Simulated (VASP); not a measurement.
# TePb (F-43m) in VASP: single point with r2SCAN

Aim: the single point of TePb with r2SCAN.

All numbers are computed with VASP 6.6.1; they aren't measurements. Logs are shortened: lines on timing, memory, paths and dates and some standing lists are left out, and cuts for length are marked.

**1. The cell of the first run**

It takes space group F-43m (No. 216, cubic). The conventional cell has a = 7.327 Å, b = 7.327 Å, c = 7.327 Å, α = 90.00°, β = 90.00°, γ = 90.00°. Pb (site symmetry -43m) has 4 Te at 3.17 Å within 4.2 Å. Within 4.2 Å of Te (site symmetry -43m) lie 4 Pb at 3.17 Å.

**2. Single point, r2SCAN (strain +0.6%)**

POSCAR

```
TePb
1.0
    0.0000000000      3.6637071830      3.6637071830
    3.6637071830      0.0000000000      3.6637071830
    3.6637071830      3.6637071830      0.0000000000
Pb Te
1 1
Direct
    0.0000000000      0.0000000000      0.0000000000
    0.2500000000      0.2500000000      0.2500000000
```

INCAR.step1

```
SYSTEM = TePb
PREC = Accurate ; ENCUT = 520
ISMEAR = 0 ; SIGMA = 0.01
LREAL = .FALSE. ; LASPH = .TRUE.
NELM = 60 ; NBANDS = 17
GGA = PE ; ALGO = Normal
EDIFF = 1E-4 ; LWAVE = .TRUE.
LCHARG = .FALSE.
```

INCAR.step2

```
SYSTEM = TePb
PREC = Accurate ; ENCUT = 520
EDIFF = 1E-7 ; ISMEAR = 0
SIGMA = 0.01 ; LREAL = .FALSE.
LASPH = .TRUE. ; NELM = 60
ALGO = Normal ; ISIF = 2
LWAVE = .FALSE. ; LCHARG = .FALSE.
METAGGA = R2SCAN ; LMIXTAU = .TRUE.
NBANDS = 17 ; ISTART = 1
```

KPOINTS

```
Automatic mesh
0
G
  6 6 6
  0 0 0
```

Potentials or basis: VASP PAW PBE potentials, release 64 (Pb_d, Te).

Run with:

```bash
$ cat potpaw_PBE.64/Pb_d/POTCAR potpaw_PBE.64/Te/POTCAR > POTCAR
$ cp INCAR.step1 INCAR
$ mpirun -np 1 vasp_std > vasp.out
$ cp INCAR.step2 INCAR
$ mpirun -np 1 vasp_std > vasp.out
```

OUTCAR:

```text
SYSTEM = TePb
   PREC = Accurate
   ENCUT = 520
   EDIFF = 1E-7
   ISMEAR = 0
   LREAL = .FALSE.
   LASPH = .TRUE.
   NELM = 60
   ISIF = 2
   METAGGA = R2SCAN
   ISTART = 1

 ion  position               nearest neighbor table
   1  0.000  0.000  0.000-   2 3.17   2 3.17   2 3.17   2 3.17
   2  0.250  0.250  0.250-   1 3.17   1 3.17   1 3.17   1 3.17

  LATTYP: Found a face centered cubic cell.
 ALAT       =     7.3274143660

  Lattice vectors:

 A1 = (   0.0000000000,   3.6637071830,   3.6637071830)
 A2 = (   3.6637071830,   0.0000000000,   3.6637071830)
 A3 = (   3.6637071830,   3.6637071830,   0.0000000000)

Analysis of symmetry for initial positions (statically):
=====================================================================
 Subroutine PRICEL returns:
 Original cell was already a primitive cell.

 Routine SETGRP: Setting up the symmetry group for a
 face centered cubic supercell.

 Subroutine GETGRP returns: Found 24 space group operations
 (whereof 24 operations were pure point group operations)
 out of a pool of 48 trial point group operations.

The static configuration has the point symmetry T_d .

Analysis of symmetry for dynamics (positions and initial velocities):
=====================================================================
 Subroutine PRICEL returns:
 Original cell was already a primitive cell.

 Routine SETGRP: Setting up the symmetry group for a
 face centered cubic supercell.

 Subroutine GETGRP returns: Found 24 space group operations
 (whereof 24 operations were pure point group operations)
 out of a pool of 48 trial point group operations.

The dynamic configuration has the point symmetry T_d .

 Subroutine INISYM returns: Found 24 space group operations
 (whereof 24 operations are pure point group operations),
 and found     1 'primitive' translations

----------------------------------------------------------------------------------------

                                     Primitive cell

  volume of cell :      98.3541

  direct lattice vectors                    reciprocal lattice vectors
     0.000000000  3.663707183  3.663707183    -0.136473789  0.136473789  0.136473789
     3.663707183  0.000000000  3.663707183     0.136473789 -0.136473789  0.136473789
     3.663707183  3.663707183  0.000000000     0.136473789  0.136473789 -0.136473789

  length of vectors
     5.181264387  5.181264387  5.181264387     0.236379536  0.236379536  0.236379536

  position of ions in fractional coordinates (direct lattice)
     0.000000000  0.000000000  0.000000000
     0.250000000  0.250000000  0.250000000

  ion indices of the primitive-cell ions
   primitive index   ion index
                 1           1
                 2           2

----------------------------------------------------------------------------------------

 KPOINTS: Automatic mesh

Automatic generation of k-mesh.
 Grid dimensions read from file:
 generate k-points for:    6    6    6

 Generating k-lattice:

  Cartesian coordinates                     Fractional coordinates (reciprocal lattice)
    -0.022745631  0.022745631  0.022745631     0.166666667  0.000000000  0.000000000
     0.022745631 -0.022745631  0.022745631     0.000000000  0.166666667  0.000000000
     0.022745631  0.022745631 -0.022745631     0.000000000  0.000000000  0.166666667

  Length of vectors
     0.039396589  0.039396589  0.039396589

  Shift w.r.t. Gamma in fractional coordinates (k-lattice)
     0.000000000  0.000000000  0.000000000

 Subroutine IBZKPT returns following result:
 ===========================================

 Found     16 irreducible k-points:

 Following reciprocal coordinates:
            Coordinates               Weight
  0.000000  0.000000  0.000000      1.000000
  0.166667  0.000000  0.000000      8.000000
  0.333333  0.000000  0.000000      8.000000
  0.500000  0.000000  0.000000      4.000000
  0.166667  0.166667  0.000000      6.000000
  0.333333  0.166667  0.000000     24.000000
[... 8 lines left out ...]
 -0.333333  0.333333  0.166667     24.000000
 -0.333333  0.500000  0.166667     12.000000
   k-points           NKPTS =     16   k-points in BZ     NKDIM =     16   number of bands    NBANDS=     17
   number of dos      NEDOS =    301   number of ions     NIONS =      2
   total plane-waves  NPLWV =  64000
   dimension x,y,z NGX =    40 NGY =   40 NGZ =   40
   dimension x,y,z NGXF=    80 NGYF=   80 NGZF=   80
   ions per type =               1   1
   NGX,Y,Z   is equivalent  to a cutoff of  12.83, 12.83, 12.83 a.u.
   NGXF,Y,Z  is equivalent  to a cutoff of  25.67, 25.67, 25.67 a.u.
 SYSTEM =  TePb
   PREC   = accura    normal or accurate (medium, high low for compatibility)
   ISTART =      1    job   : 0-new  1-cont  2-samecut
   ICHARG =      0    charge: 1-file 2-atom 10-const
   ISPIN  =      1    spin polarized calculation?
   LNONCOLLINEAR =      F non collinear calculations
   LSORBIT =      F    spin-orbit coupling
   LASPH  =      T    aspherical Exc in radial PAW
   ENCUT  =  520.0 eV  38.22 Ry    6.18 a.u.   9.63  9.63  9.63*2*pi/ulx,y,z
   NELM   =     60;   NELMIN=  2; NELMDL=  0     # of ELM steps
   EDIFF  = 0.1E-06   stopping-criterion for ELM
   LREAL  =      F    real-space projection
   EDIFFG = 0.1E-05   stopping-criterion for IOM
   NSW    =      0    number of steps for IOM
   IBRION =     -1    ionic relax: 0-MD 1-quasi-New 2-CG
   NFREE  =      0    steps in history (QN), initial steepest desc. (CG)
   ISIF   =      2    stress and relaxation
   ISYM   =      2    0-nonsym 1-usesym 2-fastsym
   POTIM  = 0.5000    time-step for ionic-motion
   TEBEG  =    0.0;   TEEND  =   0.0 temperature during run
   PSTRESS=    0.0 pullay stress
   NELECT =      20.0000    total number of electrons
   NUPDOWN=      -1.0000    fix difference up-down
   EMIN   =  10.00;   EMAX   =-10.00  energy-range for DOS
   EFERMI =   0.00;   METHOD = LEGACY
   ISMEAR =     0;   SIGMA  =   0.01  broadening in eV -4-tet -1-fermi 0-gaus
   EFERMI_NEDOS =   21; number of points for ismear=-14 and -15
   IALGO  =     38    algorithm
   IMIX   =      4    mixing-type and parameters
     AMIX     =   0.40;   BMIX     =  1.00
     AMIX_MAG =   1.60;   BMIX_MAG =  1.00
  volume/ion in A,a.u.               =      49.18       331.86
  Fermi-wavevector in a.u.,A,eV,Ry     =   0.962692  1.819224 12.609554  0.926776
  Thomas-Fermi vector in A             =   2.092173
   LORBIT       =      0    0 simple, 1 ext, 2 COOP (PROOUT), +10 PAW based schemes
   METAGGA = R2SCAN    functional components
   LHFCALC =     F    Hartree Fock is set to
   AEXX    =    0.0000 exact exchange contribution
   IVDW    =     0    specifies the selected vdW correction
   LEPSILON=     F    determine dielectric tensor
   LRPA    =     F    only Hartree local field effects (RPA)
 non-spin polarized calculation
 Gauss-broadening in eV      SIGMA  =   0.01
  energy-cutoff  :      520.00
  volume of cell :       98.35
 maximum number of plane-waves:      2685
 NGX is ok and might be reduce to    40
   NGX = 19   NGY = 19   NGZ = 19

 number of electron      19.9999997 magnetization

 Free energy of the ion-electron system (eV)
  ---------------------------------------------------
  ext. energy  EPLUGINS =         0.00000000
  ---------------------------------------------------
  free energy    TOTEN  =       -82.21069358 eV

  energy without entropy =      -82.21069358  energy(sigma->0) =      -82.21069358

 E-fermi :   2.4169     XC(G=0):  -7.8571

 val. band max:        2.3098276747   @ k =  -0.3333   0.5000   0.1667
 cond. band min:       3.2507443661   @ k =   0.5000   0.5000   0.0000
 fundamental gap:      0.9409166913
 Fermi energy:         2.4169017717

 k-point     1 :       0.0000    0.0000    0.0000
  band No.  band energies     occupation
      1     -15.0880      2.00000
      2     -15.0880      2.00000
      3     -15.0880      2.00000
      4     -15.0620      2.00000
      5     -15.0620      2.00000
      6      -9.2610      2.00000
[... 9 lines left out ...]
     16       9.9550      0.00000
     17      10.7900      0.00000

 k-point     2 :       0.1667    0.0000    0.0000
  band No.  band energies     occupation
      1     -15.0903      2.00000
      2     -15.0867      2.00000
      3     -15.0867      2.00000
      4     -15.0620      2.00000
      5     -15.0620      2.00000
      6      -9.1154      2.00000
[... 9 lines left out ...]
     16       9.3400      0.00000
     17      10.1931      0.00000

 k-point     3 :       0.3333    0.0000    0.0000
  band No.  band energies     occupation
      1     -15.0950      2.00000
      2     -15.0844      2.00000
      3     -15.0844      2.00000
      4     -15.0616      2.00000
      5     -15.0616      2.00000
      6      -8.7596      2.00000
[... 9 lines left out ...]
     16       9.4409      0.00000
     17      10.4051      0.00000

 k-point     4 :       0.5000    0.0000    0.0000
  band No.  band energies     occupation
      1     -15.0973      2.00000
      2     -15.0834      2.00000
      3     -15.0834      2.00000
      4     -15.0613      2.00000
      5     -15.0613      2.00000
      6      -8.5272      2.00000
[... 9 lines left out ...]
     16      10.1850      0.00000
     17      10.1850      0.00000
[... 183 lines left out ...]
      1     -15.1001      2.00000
      2     -15.0821      2.00000
      3     -15.0806      2.00000
      4     -15.0631      2.00000
      5     -15.0606      2.00000
      6      -8.4602      2.00000
[... 9 lines left out ...]
     16      10.5796      0.00000
     17      11.3818      0.00000

 k-point    15 :      -0.3333    0.3333    0.1667
  band No.  band energies     occupation
      1     -15.1012      2.00000
      2     -15.0819      2.00000
      3     -15.0795      2.00000
      4     -15.0628      2.00000
      5     -15.0608      2.00000
      6      -8.2629      2.00000
[... 9 lines left out ...]
     16      10.4427      0.00000
     17      11.3109      0.00000

 k-point    16 :      -0.3333    0.5000    0.1667
  band No.  band energies     occupation
      1     -15.1036      2.00000
      2     -15.0805      2.00000
      3     -15.0781      2.00000
      4     -15.0638      2.00000
      5     -15.0602      2.00000
      6      -8.1531      2.00000
[... 9 lines left out ...]
     16      11.0692      0.00000
     17      11.3395      0.00000

------------------------ aborting loop because EDIFF is reached ----------------------------------------

  FORCE on cell =-STRESS in cart. coord.  units (eV):
  Direction    XX          YY          ZZ          XY          YZ          ZX
  --------------------------------------------------------------------------------------
  -------------------------------------------------------------------------------------
  Total       -0.2846397     -0.2846397     -0.2846397      0.0000000     -0.0000000     -0.0000000
  in kB       -4.6367513     -4.6367513     -4.6367513      0.0000000     -0.0000000     -0.0000000
  external PRESSURE =      -4.6367513 kB  Pullay stress =       0.0000000 kB

 VOLUME and BASIS-vectors are now :
 -----------------------------------------------------------------------------
  energy-cutoff  :      520.00
  volume of cell :       98.35
      direct lattice vectors                 reciprocal lattice vectors
     0.000000000  3.663707183  3.663707183    -0.136473789  0.136473789  0.136473789
     3.663707183  0.000000000  3.663707183     0.136473789 -0.136473789  0.136473789
     3.663707183  3.663707183  0.000000000     0.136473789  0.136473789 -0.136473789

 POSITION                                       TOTAL-FORCE (eV/Angst)
 -----------------------------------------------------------------------------------
      0.00000      0.00000      0.00000        -0.000000     -0.000000     -0.000000
      1.83185      1.83185      1.83185         0.000000      0.000000      0.000000
 -----------------------------------------------------------------------------------
    total drift:                                0.000000      0.000000      0.000000

  FREE ENERGIE OF THE ION-ELECTRON SYSTEM (eV)
  ---------------------------------------------------
  free  energy   TOTEN  =       -82.2106935836 eV

  energy  without entropy=      -82.2106935836  energy(sigma->0) =      -82.21069358
```

Wall time 2.7 min (1 thread of AMD EPYC 7R13 (Zen 3), shared host); peak memory 0.23 GiB.

What came out:

```yaml
Free_energy: -82.2107 eV
Pressure: -0.5 GPa
Band_gap_on_the_k_mesh: 0.94 eV, indirect (least direct gap 1.39 eV)
```

Caveat: the cell differs from its parent crystal (strain +0.6%); the PAW data sets were made with another functional, which shifts forces and pressure a little; spin-orbit coupling is left out, which moves the levels of the heavy elements. A k mesh can miss the band edges.
